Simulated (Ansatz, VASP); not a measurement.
**Mg5Te2 in VASP and in Ansatz**

```
Mg Te
1.0
     3.23496    1.86771    5.21668
    -3.23496    1.86771    5.21668
     0.00000   -3.73541    5.21668
Mg Te
5 2
Cartesian
  0.0000 0.0000 7.8250
  0.0000 -1.8677 2.6083
  1.6175 0.9339 2.6083
  -1.6175 0.9339 2.6083
  0.0000 0.0000 0.0000
  0.0000 0.0000 4.8002
  0.0000 0.0000 10.8498
```

Alike in both runs: functional PBE; k mesh 3 × 3 × 3; occupations gaussian, width 0.2 eV; no spin polarisation.

Ansatz relaxed the structure, and its values are those at the end. VASP's run is a single point on that final structure, the one shown.

|  | VASP | Ansatz |
| --- | --- | --- |
| version | VASP 6.6.1 | Ansatz 0.2.0 |
| potentials or method | VASP PAW PBE potentials, release 64 (Mg, Te), cutoff 600 eV | scalar-relativistic, plane waves, PAW |
| valence electrons in the cell | 22 | 82 |

```tsv
	VASP	Ansatz	Ansatz less VASP
gap on the k mesh at the Fermi level (eV)	none	none	-
pressure (GPa)	0.1	0.2	+0.07
rms of the force components (eV/Å)	0.007	0.006	-0.0003
```

A gap of «none» marks a metal or a gap that the smearing closes. VASP's potentials hold 22 valence electrons a cell and Ansatz's 82, so a difference there can come from the potentials and not from the codes.

The k mesh is coarse, so the values compare programs but aren't converged. Spin-orbit coupling is off throughout.
